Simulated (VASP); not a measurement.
# Pb2CO2 (I4/mmm) in VASP: relaxation of cell and atoms with PBE

Aim: the relaxation of cell and atoms of Pb2CO2 with PBE.

All numbers are computed with VASP 6.6.1; they aren't measurements. Logs are shortened: lines on timing, memory, paths and dates and some standing lists are left out, and cuts for length are marked.

## (1) The cell of the first run

It takes space group I4/mmm (No. 139, tetragonal). The conventional cell has a = 3.651 Å, b = 3.651 Å, c = 12.138 Å, α = 90.00°, β = 90.00°, γ = 90.00°. Pb (site symmetry 4mm) has 4 O at 2.19 Å within 2.9 Å. Within 2.9 Å of O (site symmetry -4m2) lie 4 Pb at 2.19 Å and 4 O at 2.58 Å. Within 4.3 Å of C (site symmetry 4/mmm) lie 10 Pb at 3.16 to 4.25 Å and 8 O at 3.54 Å and 4 C at 3.65 Å.

## (2) Relaxation of cell and atoms, PBE

INCAR

```
SYSTEM = Pb2CO2
PREC = Accurate
ENCUT = 600
EDIFF = 1E-7
ISMEAR = -1
SIGMA = 0.1
LREAL = .FALSE.
LASPH = .TRUE.
NELM = 60
ALGO = Normal
ISIF = 3
LWAVE = .FALSE.
LCHARG = .FALSE.
GGA = PE
IBRION = 2
NSW = 100
EDIFFG = -0.03
```

KPOINTS

```
Automatic mesh
0
G
  7 7 7
  0 0 0
```

POSCAR

```
Pb2CO2
1.0
    0.0000000000      3.6507650000      0.0000000000
    3.6507650000      0.0000000000      0.0000000000
    1.8253830000      1.8253830000     -6.0690470000
Pb O C
2 2 1
Direct
    0.1500000000      0.1500000000      0.7000000000
    0.8500000000      0.8500000000      0.3000000000
    0.7500000000      0.2500000000      0.5000000000
    0.2500000000      0.7500000000      0.5000000000
    0.5000000000      0.5000000000      0.0000000000
```

Potentials or basis: VASP PAW PBE potentials, release 64 (Pb_d, O, C).

Launch:

```bash
cat potpaw_PBE.64/Pb_d/POTCAR potpaw_PBE.64/O/POTCAR potpaw_PBE.64/C/POTCAR > POTCAR
mpirun -np 1 vasp_std > vasp.out
```

OUTCAR:

```text
SYSTEM = Pb2CO2
   PREC = Accurate
   ENCUT = 600
   EDIFF = 1E-7
   ISMEAR = -1
   LREAL = .FALSE.
   LASPH = .TRUE.
   NELM = 60
   ISIF = 3
   GGA = PE
   IBRION = 2
   NSW = 100
   EDIFFG = -0.03

 ion  position               nearest neighbor table
   1  0.150  0.150  0.700-   3 2.19   4 2.19   3 2.19   4 2.19   2 3.54   2 3.54   2 3.54   2 3.54
                             2 3.64
   2  0.850  0.850  0.300-   3 2.19   4 2.19   3 2.19   4 2.19   1 3.54   1 3.54   1 3.54   1 3.54
                             1 3.64
   3  0.750  0.250  0.500-   2 2.19   1 2.19   2 2.19   1 2.19
   4  0.250  0.750  0.500-   2 2.19   1 2.19   2 2.19   1 2.19
   5  0.500  0.500  0.000-

  LATTYP: Found a body centered tetragonal cell.
 ALAT       =     3.6507650000
 C/A-ratio  =     3.3248083621

  Lattice vectors:

 A1 = (  -1.8253830000,   1.8253820000,   6.0690470000)
 A2 = (   1.8253820000,  -1.8253830000,   6.0690470000)
 A3 = (   1.8253830000,   1.8253830000,  -6.0690470000)

Analysis of symmetry for initial positions (statically):
=====================================================================
 Subroutine PRICEL returns:
 Original cell was already a primitive cell.

 Routine SETGRP: Setting up the symmetry group for a
 body centered tetragonal supercell.

 Subroutine GETGRP returns: Found 16 space group operations
 (whereof 16 operations were pure point group operations)
 out of a pool of 16 trial point group operations.

The static configuration has the point symmetry D_4h.

Analysis of symmetry for dynamics (positions and initial velocities):
=====================================================================
 Subroutine PRICEL returns:
 Original cell was already a primitive cell.

 Routine SETGRP: Setting up the symmetry group for a
 body centered tetragonal supercell.

 Subroutine GETGRP returns: Found 16 space group operations
 (whereof 16 operations were pure point group operations)
 out of a pool of 16 trial point group operations.

The dynamic configuration has the point symmetry D_4h.

 Subroutine INISYM returns: Found 16 space group operations
 (whereof 16 operations are pure point group operations),
 and found     1 'primitive' translations

----------------------------------------------------------------------------------------

                                     Primitive cell

  volume of cell :      80.8888

  direct lattice vectors                    reciprocal lattice vectors
     0.000000000  3.650765000  0.000000000     0.000000000  0.273915193  0.082385280
     3.650765000  0.000000000  0.000000000     0.273915193  0.000000000  0.082385280
     1.825383000  1.825383000 -6.069047000     0.000000000  0.000000000 -0.164770515

  length of vectors
     3.650765000  3.650765000  6.595254179     0.286036479  0.286036479  0.164770515

  position of ions in fractional coordinates (direct lattice)
     0.150000000  0.150000000  0.700000000
     0.850000000  0.850000000  0.300000000
     0.750000000  0.250000000  0.500000000
     0.250000000  0.750000000  0.500000000
     0.500000000  0.500000000  0.000000000

  ion indices of the primitive-cell ions
   primitive index   ion index
                 1           1
                 2           2
                 3           3
                 4           4
                 5           5

----------------------------------------------------------------------------------------

 KPOINTS: Automatic mesh

Automatic generation of k-mesh.
 Grid dimensions read from file:
 generate k-points for:    7    7    7

 Generating k-lattice:

  Cartesian coordinates                     Fractional coordinates (reciprocal lattice)
     0.000000000  0.039130742  0.011769326     0.142857143  0.000000000  0.000000000
     0.039130742  0.000000000  0.011769326     0.000000000  0.142857143  0.000000000
     0.000000000  0.000000000 -0.023538645     0.000000000  0.000000000  0.142857143

  Length of vectors
     0.040862354  0.040862354  0.023538645

  Shift w.r.t. Gamma in fractional coordinates (k-lattice)
     0.000000000  0.000000000  0.000000000

 Subroutine IBZKPT returns following result:
 ===========================================

 Found     40 irreducible k-points:

 Following reciprocal coordinates:
            Coordinates               Weight
  0.000000  0.000000  0.000000      1.000000
  0.142857  0.000000 -0.000000      8.000000
  0.285714  0.000000 -0.000000      8.000000
  0.428571  0.000000 -0.000000      8.000000
  0.142857  0.142857 -0.000000      8.000000
  0.285714  0.142857 -0.000000     16.000000
[... 16 lines left out ...]
  0.285714  0.285714  0.142857      8.000000
  0.428571  0.285714  0.142857     16.000000
 [... further k-points ...]
   k-points           NKPTS =     40   k-points in BZ     NKDIM =     40   number of bands    NBANDS=     26
   number of dos      NEDOS =    301   number of ions     NIONS =      5
   total plane-waves  NPLWV =  48600
   dimension x,y,z NGX =    30 NGY =   30 NGZ =   54
   dimension x,y,z NGXF=    60 NGYF=   60 NGZF=  108
   ions per type =               2   2   1
   NGX,Y,Z   is equivalent  to a cutoff of  13.66, 13.66, 13.61 a.u.
   NGXF,Y,Z  is equivalent  to a cutoff of  27.32, 27.32, 27.22 a.u.
 SYSTEM =  Pb2CO2
   PREC   = accura    normal or accurate (medium, high low for compatibility)
   ISTART =      0    job   : 0-new  1-cont  2-samecut
   ICHARG =      2    charge: 1-file 2-atom 10-const
   ISPIN  =      1    spin polarized calculation?
   LNONCOLLINEAR =      F non collinear calculations
   LSORBIT =      F    spin-orbit coupling
   LASPH  =      T    aspherical Exc in radial PAW
   ENCUT  =  600.0 eV  44.10 Ry    6.64 a.u.   7.29  7.29 13.17*2*pi/ulx,y,z
   NELM   =     60;   NELMIN=  2; NELMDL= -5     # of ELM steps
   EDIFF  = 0.1E-06   stopping-criterion for ELM
   LREAL  =      F    real-space projection
   EDIFFG = -.3E-01   stopping-criterion for IOM
   NSW    =    100    number of steps for IOM
   IBRION =      2    ionic relax: 0-MD 1-quasi-New 2-CG
   NFREE  =      1    steps in history (QN), initial steepest desc. (CG)
   ISIF   =      3    stress and relaxation
   ISYM   =      2    0-nonsym 1-usesym 2-fastsym
   POTIM  = 0.5000    time-step for ionic-motion
   TEBEG  =    0.0;   TEEND  =   0.0 temperature during run
   PSTRESS=    0.0 pullay stress
   NELECT =      44.0000    total number of electrons
   NUPDOWN=      -1.0000    fix difference up-down
   EMIN   =  10.00;   EMAX   =-10.00  energy-range for DOS
   EFERMI =   0.00;   METHOD = LEGACY
   ISMEAR =    -1;   SIGMA  =   0.10  broadening in eV -4-tet -1-fermi 0-gaus
   EFERMI_NEDOS =   21; number of points for ismear=-14 and -15
   IALGO  =     38    algorithm
   IMIX   =      4    mixing-type and parameters
     AMIX     =   0.40;   BMIX     =  1.00
     AMIX_MAG =   1.60;   BMIX_MAG =  1.00
  volume/ion in A,a.u.               =      16.18       109.17
  Fermi-wavevector in a.u.,A,eV,Ry     =   1.336379  2.525390 24.298764  1.785909
  Thomas-Fermi vector in A             =   2.465010
   LORBIT       =      0    0 simple, 1 ext, 2 COOP (PROOUT), +10 PAW based schemes
   GGA     = PE    functional components
   LHFCALC =     F    Hartree Fock is set to
   AEXX    =    0.0000 exact exchange contribution
   IVDW    =     0    specifies the selected vdW correction
   LEPSILON=     F    determine dielectric tensor
   LRPA    =     F    only Hartree local field effects (RPA)
 conjugate gradient relaxation of ions
 non-spin polarized calculation
  energy-cutoff  :      600.00
  volume of cell :       80.89
 maximum number of plane-waves:      2728
 NGX is ok and might be reduce to    30
   NGX = 15   NGY = 15   NGZ = 27

--------------------------------------- Ionic step        1  -------------------------------------------

 number of electron      43.9999997 magnetization

 Free energy of the ion-electron system (eV)
  ---------------------------------------------------
  ext. energy  EPLUGINS =         0.00000000
  ---------------------------------------------------
  free energy    TOTEN  =       -22.93705380 eV

  energy without entropy =      -22.81862404  energy(sigma->0) =      -22.87783892

------------------------ aborting loop because EDIFF is reached ----------------------------------------

  FORCE on cell =-STRESS in cart. coord.  units (eV):
  Direction    XX          YY          ZZ          XY          YZ          ZX
  --------------------------------------------------------------------------------------
  -------------------------------------------------------------------------------------
  Total        7.2447332      7.2447332      6.8753612      0.0000000     -0.0000006     -0.0000006
  in kB      143.4976269    143.4976269    136.1814163      0.0000000     -0.0000112     -0.0000112
  external PRESSURE =     141.0588900 kB  Pullay stress =       0.0000000 kB
[... 24 lines left out ...]
  energy  without entropy=      -22.8186240410  energy(sigma->0) =      -22.87783892

--------------------------------------- Ionic step        2  -------------------------------------------

 number of electron      44.0000000 magnetization

 E-fermi :   3.5772     XC(G=0):  -9.6749

 val. band max:        3.5655855730   @ k =   0.2857   0.2857  -0.0000
 cond. band min:       3.5948026461   @ k =  -0.4286   0.0000   0.1429
 fundamental gap:      0.0292170731
 Fermi energy:         3.5772139781

 k-point     1 :       0.0000    0.0000    0.0000
  band No.  band energies     occupation
      1     -13.7613      2.00000
      2     -13.2275      2.00000
      3     -12.2609      2.00000
      4     -12.1837      2.00000
      5     -12.1578      2.00000
      6     -12.1578      2.00000
[... 879 lines left out ...]
  energy  without entropy=      -23.2960815208  energy(sigma->0) =      -23.37034322

--------------------------------------- Ionic step        7  -------------------------------------------

 number of electron      43.9999992 magnetization

 Free energy of the ion-electron system (eV)
  ---------------------------------------------------
  ext. energy  EPLUGINS =         0.00000000
  ---------------------------------------------------
  free energy    TOTEN  =       -23.44679632 eV

  energy without entropy =      -23.29634336  energy(sigma->0) =      -23.37156984

 E-fermi :   4.6072     XC(G=0): -10.1085

 val. band max:        4.5913132260   @ k =  -0.1429  -0.1429   0.2857
 cond. band min:       4.6201333521   @ k =   0.4286   0.4286   0.1429
 fundamental gap:      0.0288201261
 Fermi energy:         4.6071963903

 k-point     1 :       0.0000    0.0000    0.0000
  band No.  band energies     occupation
      1     -13.8774      2.00000
      2     -13.0354      2.00000
      3     -11.3094      2.00000
      4     -11.2427      2.00000
      5     -11.2427      2.00000
      6     -11.1684      2.00000
[... 719 lines left out ...]
  FREE ENERGIE OF THE ION-ELECTRON SYSTEM (eV)
  ---------------------------------------------------
  free  energy   TOTEN  =       -23.4467963189 eV

  energy  without entropy=      -23.2963433583  energy(sigma->0) =      -23.37156984

 reached required accuracy - stopping structural energy minimisation
```

Wall time 8.3 min (1 thread of AMD EPYC 7R13 (Zen 3), shared host); peak memory 0.24 GiB.

What came out:

| Property | Result |
| --- | --- |
| Free energy | -23.4468 eV |
| Relaxed volume | 17.95 Å³/atom |
| Relaxed cell | a = 3.802 Å, b = 3.802 Å, c = 6.763 Å, α = 73.67°, β = 73.67°, γ = 90.00° |
| Space group after relaxing (to 0.1 Å) | I4/mmm (No. 139) |
| Energy gained by relaxing | 101.9 meV/atom |
| Ionic steps | 7 |
| Pressure after relaxing | 0.2 GPa |
| Largest force after relaxing | 0.020 eV/Å |
| Band gap on the k mesh | zero (bands 22 and 23 overlap by 1.04 eV) |

Forces in eV/Å, atoms in the order of the input:
```
Pb   0.000  0.000 -0.020
Pb   0.000  0.000  0.020
O    0.000  0.000  0.000
O    0.000  0.000  0.000
C    0.000  0.000  0.000
```

The path:
```tsv
step	energy change (eV)	largest force (eV/Å)	pressure (GPa)	volume (Å³)
1	0.0000	2.9167	14.11	80.89
2	-0.0670	1.9062	-7.65	98.73
3	-0.5009	0.2247	0.04	89.07
4	-0.5013	0.1679	0.28	88.87
5	-0.5012	0.1221	0.48	88.70
6	-0.5076	0.0511	0.33	89.21
7	-0.5097	0.0204	0.20	89.73
```

Final structure:
```yaml
crystal:
  lattice:
    - [0.00000, 3.80237, 0.00000]
    - [3.80237, 0.00000, 0.00000]
    - [1.90119, 1.90119, -6.20607]
  atoms:
    - { symbol: Pb, position: [0.14530, 0.14530, 0.70939] }
    - { symbol: Pb, position: [0.85470, 0.85470, 0.29061] }
    - { symbol: O, position: [0.75000, 0.25000, 0.50000] }
    - { symbol: O, position: [0.25000, 0.75000, 0.50000] }
    - { symbol: C, position: [0.50000, 0.50000, 0.00000] }
```

Caveat: spin-orbit coupling is left out, which moves the levels of the heavy elements.
